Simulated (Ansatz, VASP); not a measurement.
One calculation of AgCl, two programs

File INCAR:

```
SYSTEM = AgCl
  ALGO = Normal
  EDIFF = 1E-6
  ENCUT = 500
  GGA = PE
  GGA_COMPAT = .False.
  ISIF = 2
  ISMEAR = 0
  LASPH = .True.
  LCHARG = .False.
  LREAL = .False.
  LWAVE = .False.
  NBANDS = 16
  NELM = 120
  PREC = Accurate
  SIGMA = 0.02
```

File KPOINTS:

```
k-points
0
Gamma
  8 8 8
  0 0 0
```

Contents of POSCAR:

```
AgCl
1.0
    0.0000000000      2.8060036931      2.8060036931
    2.8060036931      0.0000000000      2.8060036931
    2.8060036931      2.8060036931      0.0000000000
Ag Cl
1 1
Direct
    0.0000000000      0.0000000000      0.0000000000
    0.5000000000      0.5000000000      0.5000000000
```

Input for Ansatz:

```yaml
crystal:
  lattice:
    - [0.0, 2.8060036931, 2.8060036931]
    - [2.8060036931, 0.0, 2.8060036931]
    - [2.8060036931, 2.8060036931, 0.0]
  atoms:
    - { symbol: Ag, position: [0.0, 0.0, 0.0] }
    - { symbol: Cl, position: [0.5, 0.5, 0.5] }
basis:
  ecutwfc: 420
kpoints:
  mp_grid: { grid: [8, 8, 8] }
  band_path:
    path:
      - [[0.0, 0.0, 0.0], [0.5, 0.0, 0.5], [0.625, 0.25, 0.625]]
      - [[0.375, 0.375, 0.75], [0.0, 0.0, 0.0], [0.5, 0.5, 0.5], [0.5, 0.25, 0.75], [0.5, 0.0, 0.5]]
    npoints: 10
hamiltonian:
  xc: pbe
  pseudopotentials: { kind: paw }
scf:
  occupations: { method: gaussian, width: 0.02 }
  n_extra_bands: 7
output:
  forces: true
  stress: true
  eigenvalues: true
  dos: { projected: false, de: 0.02, nscf_kmesh: { grid: [12, 12, 12] } }
```

Alike in both runs: task single point; functional PBE; k mesh 8 × 8 × 8; occupations gaussian, width 0.02 eV; no spin polarisation.

```csv
,VASP,Ansatz
version,VASP 6.6.1,Ansatz 0.2.0
potentials or method,"VASP PAW PBE potentials, release 64 (Ag, Cl), cutoff 500 eV","scalar-relativistic, plane waves, PAW"
valence electrons in the cell,18,26
```

Ansatz gave:

```
gap on the k mesh at the Fermi level (eV) : 0.92
least direct gap on the mesh (eV)         : 3.08
pressure (GPa)                            : 0.0
```

Task: What did VASP give for the same quantities?

Result: gap on the k mesh at the Fermi level (eV): 0.92; least direct gap on the mesh (eV): 3.07; pressure (GPa): -0.1.

VASP's potentials hold 18 valence electrons a cell and Ansatz's 26, so a difference there can come from the potentials and not from the codes.
